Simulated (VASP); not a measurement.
# V (Fmmm) in VASP: single point with PBE

Aim: the single point of V with PBE.

All numbers are computed with VASP 6.6.1; they aren't measurements. Logs are shortened: lines on timing, memory, paths and dates and some standing lists are left out, and cuts for length are marked.

## 1. The cell of the first run

The structure is orthorhombic, space group Fmmm (No. 69). Conventional cell: a = 2.894 Å, b = 4.359 Å, c = 8.844 Å, α = 90.00°, β = 90.00°, γ = 90.00°. V (site symmetry mm2) has 11 V at 2.43 to 2.95 Å within 3.2 Å.

## 2. Single point, PBE, collinear spin, ferromagnetic start

INCAR reads:

```
SYSTEM = V
  PREC = Accurate
  ENCUT = 520
  EDIFF = 1E-7
  ISMEAR = 0
  SIGMA = 0.1
  LREAL = .FALSE.
  LASPH = .TRUE.
  NELM = 150
  ALGO = Normal
  ISIF = 2
  LWAVE = .FALSE.
  LCHARG = .FALSE.
  ISPIN = 2
  MAGMOM = 3.18 3.18 3.18 3.18
  LORBIT = 11
  LMAXMIX = 4
  GGA = PE
  NBANDS = 38
```

KPOINTS reads:

```
regular mesh
0
G
  4 4 4
  0 0 0
```

POSCAR reads:

```
V
1.0
    2.1796930140     -4.4220654798      0.0000000000
    2.1796930140      4.4220654798      0.0000000000
    0.0000000000      0.0000000000      2.8935463407
V
4
Direct
    0.6372647191      0.3627352809      0.5000123043
    0.8627352809      0.1372647191      1.0000123043
    0.3627352809      0.6372647191      0.4999876957
    0.1372647191      0.8627352809     -0.0000123043
```

Potentials or basis: VASP PAW PBE potentials, release 64 (V_sv).

Started as:

```console
$ cat potpaw_PBE.64/V_sv/POTCAR > POTCAR
$ mpirun -np 1 vasp_std > vasp.out
```

OUTCAR:

```text
SYSTEM = V
   PREC = Accurate
   ENCUT = 520
   EDIFF = 1E-7
   ISMEAR = 0
   LREAL = .FALSE.
   LASPH = .TRUE.
   NELM = 150
   ISIF = 2
   ISPIN = 2
   LORBIT = 11
   GGA = PE

 ion  position               nearest neighbor table
   1  0.637  0.363  0.500-   3 2.43   2 2.46   2 2.46   4 2.62   4 2.62   4 2.62   4 2.62
   2  0.863  0.137  0.000-   4 2.43   1 2.46   1 2.46   3 2.62   3 2.62   3 2.62   3 2.62
   3  0.363  0.637  0.500-   1 2.43   4 2.46   4 2.46   2 2.62   2 2.62   2 2.62   2 2.62
   4  0.137  0.863  1.000-   2 2.43   3 2.46   3 2.46   1 2.62   1 2.62   1 2.62   1 2.62

  LATTYP: Found a base centered orthorhombic cell.
 ALAT       =     4.3593860280
 B/A-ratio  =     2.0287560915
 C/A-ratio  =     0.6637508865

  Lattice vectors:

 A1 = (   2.1796930140,  -4.4220654798,   0.0000000000)
 A2 = (   2.1796930140,   4.4220654798,   0.0000000000)
 A3 = (   0.0000000000,   0.0000000000,   2.8935463407)

Analysis of symmetry for initial positions (statically):
=====================================================================
 Subroutine PRICEL returns:
 Original cell was already a primitive cell.

 Routine SETGRP: Setting up the symmetry group for a
 base centered orthorhombic supercell.

 Subroutine GETGRP returns: Found  8 space group operations
 (whereof  4 operations were pure point group operations)
 out of a pool of  8 trial point group operations.

The static configuration has the point symmetry C_2h.
 The point group associated with its full space group is D_2h.

Analysis of symmetry for dynamics (positions and initial velocities):
=====================================================================
 Subroutine PRICEL returns:
 Original cell was already a primitive cell.

 Routine SETGRP: Setting up the symmetry group for a
 base centered orthorhombic supercell.

 Subroutine GETGRP returns: Found  8 space group operations
 (whereof  4 operations were pure point group operations)
 out of a pool of  8 trial point group operations.

The dynamic configuration has the point symmetry C_2h.
 The point group associated with its full space group is D_2h.

Analysis of structural, dynamic, and magnetic symmetry:
=====================================================================
 Subroutine PRICEL returns:
 Original cell was already a primitive cell.

 Routine SETGRP: Setting up the symmetry group for a
 base centered orthorhombic supercell.

 Subroutine GETGRP returns: Found  8 space group operations
 (whereof  4 operations were pure point group operations)
 out of a pool of  8 trial point group operations.

The overall configuration has the point symmetry C_2h.
 The point group associated with its full space group is D_2h.

 Subroutine INISYM returns: Found  8 space group operations
 (whereof  4 operations are pure point group operations),
 and found     1 'primitive' translations

----------------------------------------------------------------------------------------

                                     Primitive cell

  volume of cell :      55.7803

  direct lattice vectors                    reciprocal lattice vectors
     2.179693014 -4.422065480  0.000000000     0.229390101 -0.113069334  0.000000000
     2.179693014  4.422065480  0.000000000     0.229390101  0.113069334  0.000000000
     0.000000000  0.000000000  2.893546341     0.000000000  0.000000000  0.345596677

  length of vectors
     4.930083645  4.930083645  2.893546341     0.255743021  0.255743021  0.345596677

  position of ions in fractional coordinates (direct lattice)
     0.637264719  0.362735281  0.500012304
     0.862735281  0.137264719  0.000012304
     0.362735281  0.637264719  0.499987696
     0.137264719  0.862735281  0.999987696

  ion indices of the primitive-cell ions
   primitive index   ion index
                 1           1
                 2           2
                 3           3
                 4           4

----------------------------------------------------------------------------------------

 KPOINTS: regular mesh

Automatic generation of k-mesh.
 Grid dimensions read from file:
 generate k-points for:    4    4    4

 Generating k-lattice:

  Cartesian coordinates                     Fractional coordinates (reciprocal lattice)
     0.057347525 -0.028267334  0.000000000     0.250000000  0.000000000  0.000000000
     0.057347525  0.028267334  0.000000000     0.000000000  0.250000000  0.000000000
     0.000000000  0.000000000  0.086399169     0.000000000  0.000000000  0.250000000

  Length of vectors
     0.063935755  0.063935755  0.086399169

  Shift w.r.t. Gamma in fractional coordinates (k-lattice)
     0.000000000  0.000000000  0.000000000

 Subroutine IBZKPT returns following result:
 ===========================================

 Found     21 irreducible k-points:

 Following reciprocal coordinates:
            Coordinates               Weight
  0.000000  0.000000  0.000000      1.000000
  0.250000  0.000000  0.000000      4.000000
  0.500000  0.000000  0.000000      2.000000
  0.250000  0.250000  0.000000      2.000000
  0.500000  0.250000  0.000000      4.000000
 -0.250000  0.250000  0.000000      2.000000
[... 13 lines left out ...]
 -0.250000  0.250000  0.500000      2.000000
  0.500000  0.500000  0.500000      1.000000
   k-points           NKPTS =     21   k-points in BZ     NKDIM =     21   number of bands    NBANDS=     38
   number of dos      NEDOS =    301   number of ions     NIONS =      4
   total plane-waves  NPLWV =  38400
   dimension x,y,z NGX =    40 NGY =   40 NGZ =   24
   dimension x,y,z NGXF=    80 NGYF=   80 NGZF=   48
   ions per type =               4
   NGX,Y,Z   is equivalent  to a cutoff of  13.49, 13.49, 13.79 a.u.
   NGXF,Y,Z  is equivalent  to a cutoff of  26.98, 26.98, 27.58 a.u.
 SYSTEM =  V
   PREC   = accura    normal or accurate (medium, high low for compatibility)
   ISTART =      0    job   : 0-new  1-cont  2-samecut
   ICHARG =      2    charge: 1-file 2-atom 10-const
   ISPIN  =      2    spin polarized calculation?
   LNONCOLLINEAR =      F non collinear calculations
   LSORBIT =      F    spin-orbit coupling
   LASPH  =      T    aspherical Exc in radial PAW
   ENCUT  =  520.0 eV  38.22 Ry    6.18 a.u.   9.17  9.17  5.38*2*pi/ulx,y,z
   NELM   =    150;   NELMIN=  2; NELMDL= -5     # of ELM steps
   EDIFF  = 0.1E-06   stopping-criterion for ELM
   LREAL  =      F    real-space projection
   EDIFFG = 0.1E-05   stopping-criterion for IOM
   NSW    =      0    number of steps for IOM
   IBRION =     -1    ionic relax: 0-MD 1-quasi-New 2-CG
   NFREE  =      0    steps in history (QN), initial steepest desc. (CG)
   ISIF   =      2    stress and relaxation
   ISYM   =      2    0-nonsym 1-usesym 2-fastsym
   POTIM  = 0.5000    time-step for ionic-motion
   TEBEG  =    0.0;   TEEND  =   0.0 temperature during run
   PSTRESS=    0.0 pullay stress
   NELECT =      52.0000    total number of electrons
   NUPDOWN=      -1.0000    fix difference up-down
   EMIN   =  10.00;   EMAX   =-10.00  energy-range for DOS
   EFERMI =   0.00;   METHOD = LEGACY
   ISMEAR =     0;   SIGMA  =   0.10  broadening in eV -4-tet -1-fermi 0-gaus
   EFERMI_NEDOS =   21; number of points for ismear=-14 and -15
   IALGO  =     38    algorithm
   IMIX   =      4    mixing-type and parameters
     AMIX     =   0.40;   BMIX     =  1.00
     AMIX_MAG =   1.60;   BMIX_MAG =  1.00
  volume/ion in A,a.u.               =      13.95        94.11
  Fermi-wavevector in a.u.,A,eV,Ry     =   1.599247  3.022139 34.798152  2.557592
  Thomas-Fermi vector in A             =   2.696570
   LORBIT       =     11    0 simple, 1 ext, 2 COOP (PROOUT), +10 PAW based schemes
   GGA     = PE    functional components
   LHFCALC =     F    Hartree Fock is set to
   AEXX    =    0.0000 exact exchange contribution
   IVDW    =     0    specifies the selected vdW correction
   LEPSILON=     F    determine dielectric tensor
   LRPA    =     F    only Hartree local field effects (RPA)
 spin polarized calculation
 Gauss-broadening in eV      SIGMA  =   0.10
  energy-cutoff  :      520.00
  volume of cell :       55.78
 maximum number of plane-waves:      1516
 NGX is ok and might be reduce to    40
   NGX = 19   NGY = 19   NGZ = 11

 number of electron      52.0000011 magnetization      -0.0001976

 number of electron      52.0000011 magnetization       0.0000029

 Free energy of the ion-electron system (eV)
  ---------------------------------------------------
  ext. energy  EPLUGINS =         0.00000000
  ---------------------------------------------------
  free energy    TOTEN  =       -34.99738447 eV

  energy without entropy =      -34.97621050  energy(sigma->0) =      -34.98679748

 E-fermi :   9.7044     XC(G=0): -12.6582

 val. band max:        9.6971387976   @ k =   0.5000   0.5000   0.2500
 cond. band min:       9.7046857830   @ k =   0.5000   0.2500   0.0000
 fundamental gap:      0.0075469854
 Fermi energy:         9.7044061160

 spin component 1

 k-point     1 :       0.0000    0.0000    0.0000
  band No.  band energies     occupation
      1     -54.4622      1.00000
      2     -54.2075      1.00000
      3     -54.2043      1.00000
      4     -54.1609      1.00000
      5     -28.8499      1.00000
      6     -28.5184      1.00000
[... 850 lines left out ...]
     37      14.0743      0.00000
     38      14.0743      0.00000
 Fermi energy:         9.7044061160

 spin component 2

 k-point     1 :       0.0000    0.0000    0.0000
  band No.  band energies     occupation
      1     -54.4622      1.00000
      2     -54.2075      1.00000
      3     -54.2043      1.00000
      4     -54.1609      1.00000
      5     -28.8499      1.00000
      6     -28.5184      1.00000
[... 850 lines left out ...]
     37      14.0743      0.00000
     38      14.0743      0.00000

------------------------ aborting loop because EDIFF is reached ----------------------------------------

  FORCE on cell =-STRESS in cart. coord.  units (eV):
  Direction    XX          YY          ZZ          XY          YZ          ZX
  --------------------------------------------------------------------------------------
  -------------------------------------------------------------------------------------
  Total       -0.0007369      0.1677218      0.1273484      0.0000000     -0.0000000      0.0000000
  in kB       -0.0211653      4.8174720      3.6578281      0.0000000     -0.0000000      0.0000000
  external PRESSURE =       2.8180449 kB  Pullay stress =       0.0000000 kB

 VOLUME and BASIS-vectors are now :
 -----------------------------------------------------------------------------
  energy-cutoff  :      520.00
  volume of cell :       55.78
      direct lattice vectors                 reciprocal lattice vectors
     2.179693014 -4.422065480  0.000000000     0.229390101 -0.113069334  0.000000000
     2.179693014  4.422065480  0.000000000     0.229390101  0.113069334  0.000000000
     0.000000000  0.000000000  2.893546341     0.000000000  0.000000000  0.345596677

 POSITION                                       TOTAL-FORCE (eV/Angst)
 -----------------------------------------------------------------------------------
      2.17969     -1.21399      1.44681         0.000000      0.012685     -0.000384
      2.17969     -3.20808      0.00004         0.000000     -0.012685     -0.000384
      2.17969      1.21399      1.44674         0.000000     -0.012685      0.000384
      2.17969      3.20808      2.89351         0.000000      0.012685      0.000384
 -----------------------------------------------------------------------------------
    total drift:                               -0.000000      0.000000      0.000000

  FREE ENERGIE OF THE ION-ELECTRON SYSTEM (eV)
  ---------------------------------------------------
  free  energy   TOTEN  =       -34.9973844652 eV

  energy  without entropy=      -34.9762104952  energy(sigma->0) =      -34.98679748

 total charge

# of ion       s       p       d       tot
------------------------------------------
    1        2.343   6.205   3.133  11.681
    2        2.343   6.205   3.133  11.681
    3        2.343   6.205   3.133  11.681
    4        2.343   6.205   3.133  11.681
--------------------------------------------------
tot          9.371  24.822  12.533  46.726

 magnetization (x)

# of ion       s       p       d       tot
------------------------------------------
    1        0.000   0.000   0.000   0.000
    2        0.000   0.000   0.000   0.000
    3        0.000   0.000   0.000   0.000
    4        0.000   0.000   0.000   0.000
--------------------------------------------------
tot          0.000   0.000   0.000   0.000
```

Run time: 78 s. Hardware: 1 thread of Intel Xeon 6975P-C, shared host; peak memory 0.25 GiB.

What came out:

- Free energy: -34.9974 eV
- Pressure: 0.3 GPa
- Largest force: 0.013 eV/Å
- Band gap on the k mesh: zero (filled and empty bands overlap)
- Net moment: 0.00 μB per cell
- Valence electrons inside the program's atomic spheres: V 11.68

Forces on the atoms (eV/Å):
```
V    0.000  0.013  0.000
V    0.000 -0.013  0.000
V    0.000 -0.013  0.000
V    0.000  0.013  0.000
```

Caveat: the k points lie up to 0.54 Å⁻¹ apart.
